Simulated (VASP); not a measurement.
Runs of VASP 6.6.1 on Ba. The structure is that of space group Fm-3m (No. 225), or close to it. The cells are those of the table. This isn't the form of Ba at room conditions, which is bcc.

```csv
cell,gap on the mesh (eV),pressure (GPa)
"a = 4.299 Å, angles 60.0°, 1 atom",none,(a)
"a = 4.395 Å, angles 60.0°, 1 atom",none,0.7
"a = 4.441 Å, angles 60.0°, 1 atom",none,0.3
"a = 4.574 Å, angles 60.0°, 1 atom",none,-0.4
"a = 4.659 Å, angles 60.0°, 1 atom",none,-0.8
"a = 4.434 Å, angles 60.0°, 1 atom",none,(c)
"a = 4.774 Å, angles 60.0°, 1 atom",none,-1.1
"a = 4.486 Å, angles 60.0°, 1 atom",none,(b)
```

Alike in all rows: task single point; level PBE; potentials or basis VASP PAW PBE potentials, release 64 (Ba_sv); no spin polarisation; k mesh 12 × 12 × 12; cutoff (eV) 520; smearing gaussian 0.1 eV.

Task: Fill in the values left out.

Result: (a) 1.3; (b) 0.1; (c) 0.4.

Caveats: spin-orbit coupling is left out, which moves the levels of the heavy elements.

A k mesh can miss the band edges, and the runs leave out spin-orbit coupling on Ba.

A gap of «none» marks levels without a gap at the run's occupations.
